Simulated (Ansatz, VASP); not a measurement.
## KBr: VASP beside Ansatz

```
K Br
1.0
     0.05754    3.74584    3.74584
     3.74584    0.05754    3.74584
     3.74584    3.74584    0.05754
K Br
1 1
Cartesian
  0.0120 0.0120 0.0120
  1.8753 1.8753 1.8753
```

Change from the starting cell: shear_111 strain +2.3%.

Alike in both runs: task single point; functional PBE; k mesh 6 × 6 × 6; occupations fermi-dirac, width 0.02 eV; no spin polarisation.

|  | VASP | Ansatz |
| --- | --- | --- |
| version | VASP 6.6.1 | Ansatz 0.2.0 |
| potentials or method | VASP PAW PBE potentials, release 64 (K_sv, Br) | plane waves, PAW |
| plane-wave cutoff (eV) | 520 | 420 |
| valence electrons in the cell | 16 | 16 |

```csv
,VASP,Ansatz,Ansatz less VASP
gap on the k mesh at the Fermi level (eV),4.22,4.22,+0.001
pressure (GPa),0.0,0.0,-0.02
```
